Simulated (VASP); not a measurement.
# TiSi4Mo (Amm2) in VASP: notebook

Runs on TiSi4Mo. Level: PBE. Tasks: relaxation of cell and atoms, single point.

All numbers are computed with VASP 6.6.1; they aren't measurements. Logs are shortened: lines on timing, memory, paths and dates and some standing lists are left out, and cuts for length are marked.

**1. The cell of the first run**

Symmetry: Amm2, No. 38, orthorhombic system. Conventional cell: a = 3.673 Å, b = 3.637 Å, c = 13.928 Å, α = 90.00°, β = 90.00°, γ = 90.00°. Within 3.7 Å of Ti (site symmetry mm2) lie 10 Si at 2.66 to 2.89 Å and 2 Mo at 3.41 Å and 4 Ti at 3.64 to 3.67 Å. Within 3.3 Å of Si (site symmetry mm2) lie 6 Si at 2.45 to 3.24 Å and 4 Mo at 2.66 Å and 2 Ti at 2.89 Å. Within 3.3 Å of Si (site symmetry mm2) lie 6 Si at 2.45 to 3.24 Å and 4 Ti at 2.66 Å and 2 Mo at 2.89 Å. Within 3.4 Å of Si (site symmetry mm2) lie 8 Si at 2.58 to 3.24 Å and 2 Ti at 2.74 Å and 2 Mo at 2.75 Å. Si (site symmetry mm2) has 8 Si at 2.58 to 3.24 Å and 2 Mo at 2.74 Å and 2 Ti at 2.75 Å within 3.4 Å. Within 3.7 Å of Mo (site symmetry mm2) lie 10 Si at 2.66 to 2.89 Å and 2 Ti at 3.41 Å and 4 Mo at 3.64 to 3.67 Å.

**2. Relaxation of cell and atoms, PBE**

INCAR reads:

```
SYSTEM = TiSi4Mo
PREC = Accurate
ENCUT = 600
EDIFF = 1E-6
ISMEAR = 0
SIGMA = 0.1
LREAL = .FALSE.
LASPH = .TRUE.
NELM = 100
ALGO = Normal
ISIF = 3
LWAVE = .FALSE.
LCHARG = .FALSE.
GGA = PE
IBRION = 2
NSW = 90
EDIFFG = -0.04
```

KPOINTS reads:

```
Automatic mesh
0
G
  6 6 6
  0 0 0
```

POSCAR reads:

```
TiSi4Mo
1.0
    3.6731862000      0.0000000000      0.0000000000
    0.0000000000      1.8185815400      6.9640643000
    0.0000000000     -1.8185815400      6.9640643000
Ti Si Mo
1 4 1
Direct
    0.5000000000      0.1031180700      0.1031180700
    0.5000000000      0.4417485600      0.4417485600
    0.0000000000      0.5582514400      0.5582514400
    0.5000000000      0.7503148200      0.7503148200
    0.0000000000      0.2496851800      0.2496851800
    0.0000000000      0.8968819300      0.8968819300
```

Potentials or basis: VASP PAW PBE potentials, release 64 (Ti_sv, Si, Mo_sv).

Command:

```console
> cat potpaw_PBE.64/Ti_sv/POTCAR potpaw_PBE.64/Si/POTCAR potpaw_PBE.64/Mo_sv/POTCAR > POTCAR
> mpirun -np 1 vasp_std > vasp.out
```

OUTCAR:

```text
SYSTEM = TiSi4Mo
   PREC = Accurate
   ENCUT = 600
   EDIFF = 1E-6
   ISMEAR = 0
   LREAL = .FALSE.
   LASPH = .TRUE.
   NELM = 100
   ISIF = 3
   GGA = PE
   IBRION = 2
   NSW = 90
   EDIFFG = -0.04

 ion  position               nearest neighbor table
   1  0.500  0.103  0.103-   3 2.66   3 2.66   3 2.66   3 2.66   4 2.74   4 2.74   5 2.75   5 2.75
                             2 2.89   2 2.89
   2  0.500  0.442  0.442-   3 2.45   3 2.45   6 2.66   6 2.66   6 2.66   6 2.66   1 2.89   1 2.89

   3  0.000  0.558  0.558-   2 2.45   2 2.45   1 2.66   1 2.66   1 2.66   1 2.66   6 2.89   6 2.89

   4  0.500  0.750  0.750-   5 2.58   5 2.58   5 2.58   5 2.58   1 2.74   1 2.74   6 2.75   6 2.75

   5  0.000  0.250  0.250-   4 2.58   4 2.58   4 2.58   4 2.58   6 2.74   6 2.74   1 2.75   1 2.75

   6  0.000  0.897  0.897-   2 2.66   2 2.66   2 2.66   2 2.66   5 2.74   5 2.74   4 2.75   4 2.75
                             3 2.89   3 2.89

  LATTYP: Found a base centered orthorhombic cell.
 ALAT       =     3.6371630800
 B/A-ratio  =     3.8293934843
 C/A-ratio  =     1.0099041806

  Lattice vectors:

 A1 = (   0.0000000000,   1.8185815400,  -6.9640643000)
 A2 = (   0.0000000000,   1.8185815400,   6.9640643000)
 A3 = (   3.6731862000,   0.0000000000,   0.0000000000)

Analysis of symmetry for initial positions (statically):
=====================================================================
 Subroutine PRICEL returns:
 Original cell was already a primitive cell.

 Routine SETGRP: Setting up the symmetry group for a
 base centered orthorhombic supercell.

 Subroutine GETGRP returns: Found  4 space group operations
 (whereof  4 operations were pure point group operations)
 out of a pool of  8 trial point group operations.

The static configuration has the point symmetry C_2v.

Analysis of symmetry for dynamics (positions and initial velocities):
=====================================================================
 Subroutine PRICEL returns:
 Original cell was already a primitive cell.

 Routine SETGRP: Setting up the symmetry group for a
 base centered orthorhombic supercell.

 Subroutine GETGRP returns: Found  4 space group operations
[... 121 lines left out ...]
   PSTRESS=    0.0 pullay stress
   NELECT =      42.0000    total number of electrons
   NUPDOWN=      -1.0000    fix difference up-down
   EMIN   =  10.00;   EMAX   =-10.00  energy-range for DOS
   EFERMI =   0.00;   METHOD = LEGACY
   ISMEAR =     0;   SIGMA  =   0.10  broadening in eV -4-tet -1-fermi 0-gaus
   EFERMI_NEDOS =   21; number of points for ismear=-14 and -15
   IALGO  =     38    algorithm
   IMIX   =      4    mixing-type and parameters
     AMIX     =   0.40;   BMIX     =  1.00
     AMIX_MAG =   1.60;   BMIX_MAG =  1.00
  volume/ion in A,a.u.               =      15.51       104.64
  Fermi-wavevector in a.u.,A,eV,Ry     =   1.255842  2.373198 21.458290  1.577140
  Thomas-Fermi vector in A             =   2.389579
   LORBIT       =      0    0 simple, 1 ext, 2 COOP (PROOUT), +10 PAW based schemes
   GGA     = PE    functional components
   LHFCALC =     F    Hartree Fock is set to
   AEXX    =    0.0000 exact exchange contribution
   IVDW    =     0    specifies the selected vdW correction
   LEPSILON=     F    determine dielectric tensor
   LRPA    =     F    only Hartree local field effects (RPA)
 conjugate gradient relaxation of ions
 non-spin polarized calculation
 Gauss-broadening in eV      SIGMA  =   0.10
  energy-cutoff  :      600.00
  volume of cell :       93.04
 maximum number of plane-waves:      3128
 NGX is ok and might be reduce to    30
   NGX = 15   NGY = 29   NGZ = 29

--------------------------------------- Ionic step        1  -------------------------------------------

 number of electron      41.9999998 magnetization

 Free energy of the ion-electron system (eV)
  ---------------------------------------------------
  ext. energy  EPLUGINS =         0.00000000
  ---------------------------------------------------
  free energy    TOTEN  =       -42.10411254 eV

  energy without entropy =      -42.08147253  energy(sigma->0) =      -42.09279254

------------------------ aborting loop because EDIFF is reached ----------------------------------------

  FORCE on cell =-STRESS in cart. coord.  units (eV):
  Direction    XX          YY          ZZ          XY          YZ          ZX
  --------------------------------------------------------------------------------------
  -------------------------------------------------------------------------------------
  Total       -6.3984825     -6.7008574     -6.2270736      0.0000000      0.0000000      0.0000000
  in kB     -110.1841386   -115.3911402   -107.2324155      0.0000000      0.0000000      0.0000000
  external PRESSURE =    -110.9358981 kB  Pullay stress =       0.0000000 kB
[... 101 lines left out ...]
  FREE ENERGIE OF THE ION-ELECTRON SYSTEM (eV)
  ---------------------------------------------------
  free  energy   TOTEN  =       -42.4146215208 eV

  energy  without entropy=      -42.3954253174  energy(sigma->0) =      -42.40502342

[... ionic steps 4 to 8 ...]

--------------------------------------- Ionic step        9  -------------------------------------------

 number of electron      42.0000000 magnetization

------------------------ aborting loop because EDIFF is reached ----------------------------------------
[... 75 lines left out ...]
--------------------------------------- Ionic step       11  -------------------------------------------

 number of electron      42.0000000 magnetization

 Free energy of the ion-electron system (eV)
  ---------------------------------------------------
  ext. energy  EPLUGINS =         0.00000000
  ---------------------------------------------------
  free energy    TOTEN  =       -42.45681957 eV

  energy without entropy =      -42.43695293  energy(sigma->0) =      -42.44688625

 E-fermi :  11.2250     XC(G=0): -11.8572

 val. band max:       11.2228576145   @ k =   0.1667  -0.1667   0.1667
 cond. band min:      11.2304246365   @ k =   0.5000   0.0000   0.0000
 fundamental gap:      0.0075670220
 Fermi energy:        11.2249806043

 k-point     1 :       0.0000    0.0000    0.0000
  band No.  band energies     occupation
      1     -50.0503      2.00000
      2     -45.5382      2.00000
      3     -24.2152      2.00000
      4     -24.1785      2.00000
      5     -24.1579      2.00000
      6     -21.8954      2.00000
[... 661 lines left out ...]
     24      12.7166      0.00000
     25      12.7572      0.00000

 [... further k-points ...]
[... 5 lines left out ...]
  --------------------------------------------------------------------------------------
  -------------------------------------------------------------------------------------
  Total        0.0391281      0.0606876      0.0790704      0.0000000      0.0000000      0.0000000
  in kB        0.7333205      1.1373782      1.4819014      0.0000000      0.0000000      0.0000000
  external PRESSURE =       1.1175334 kB  Pullay stress =       0.0000000 kB
[... 21 lines left out ...]
  FREE ENERGIE OF THE ION-ELECTRON SYSTEM (eV)
  ---------------------------------------------------
  free  energy   TOTEN  =       -42.4568195695 eV

  energy  without entropy=      -42.4369529301  energy(sigma->0) =      -42.44688625

 reached required accuracy - stopping structural energy minimisation
```

It took 18 min on 1 thread of Intel Xeon 6975P-C (Granite Rapids), shared host; peak memory 0.49 GiB.

What came out:

```yaml
Free_energy: -42.4568 eV
Relaxed_volume: 14.25 Å³/atom
Relaxed_cell: a = 3.574 Å, b = 7.035 Å, c = 7.035 Å, α = 28.90°, β = 90.00°, γ = 90.00°
Space_group_after_relaxing_to_0.1_Å: Amm2 (No. 38)
Energy_gained_by_relaxing: 58.8 meV/atom
Ionic_steps: 11
Pressure_after_relaxing: 0.1 GPa
Largest_force_after_relaxing: 0.039 eV/Å
Band_gap_on_the_k_mesh: zero (bands 21 and 22 overlap by 1.06 eV)
```

Forces on the atoms (eV/Å):
```
Ti   0.000  0.000  0.020
Si   0.000  0.000  0.028
Si   0.000  0.000 -0.002
Si   0.000  0.000 -0.039
Si   0.000  0.000  0.020
Mo   0.000  0.000 -0.027
```

Step by step:
| step | energy change (eV) | largest force (eV/Å) | pressure (GPa) | volume (Å³) |
| --- | --- | --- | --- | --- |
| 1 | 0.0000 | 0.9151 | -11.09 | 93.04 |
| 2 | -0.0599 | 0.8942 | 14.42 | 79.32 |
| 3 | -0.3105 | 0.5477 | 0.30 | 85.37 |
| 4 | -0.3105 | 0.5361 | 0.59 | 85.22 |
| 5 | -0.3381 | 0.2994 | 0.53 | 85.20 |
| 6 | -0.3433 | 0.1673 | 0.59 | 85.19 |
| 7 | -0.3485 | 0.1406 | -0.69 | 85.86 |
| 8 | -0.3485 | 0.1415 | -0.74 | 85.88 |
| 9 | -0.3517 | 0.0963 | 0.12 | 85.45 |
| 10 | -0.3517 | 0.0945 | 0.15 | 85.43 |
| 11 | -0.3527 | 0.0394 | 0.11 | 85.49 |

Final structure:
```
Ti Si Mo
1.0
     3.57441    0.00000    0.00000
     0.00000    1.75536    6.81246
     0.00000   -1.75536    6.81246
Ti Si Mo
1 4 1
Direct
  0.50000 0.10636 0.10636
  0.50000 0.44301 0.44301
  0.00000 0.56302 0.56302
  0.50000 0.74990 0.74990
  0.00000 0.24674 0.24674
  0.00000 0.89097 0.89097
```

Levels at points of the mesh, in eV from the Fermi level:
```
           k point  band 18  band 19  band 20  band 21  band 22  band 23  band 24  band 25
(0.00, 0.00, 0.00)    -2.40    -2.21    -0.96     0.05     0.49     0.60     0.80     0.84
(0.50, 0.00, 0.00)    -2.38    -0.95    -0.44     0.01     0.10     0.49     1.27     1.34
(0.00, 0.50, 0.00)    -2.17    -1.78    -1.59    -0.85     0.52     0.96     1.02     1.57
(0.50, 0.50, 0.00)    -3.67    -3.03    -2.85     0.51     0.67     1.63     1.83     1.87
(0.00, 0.50, 0.50)    -2.12    -1.93    -0.98    -0.02     0.07     0.64     0.97     1.58
(0.50, 0.50, 0.50)    -2.30    -2.09    -1.01    -0.46    -0.23     0.34     1.59     2.16
```

[end of part 1 of 2]
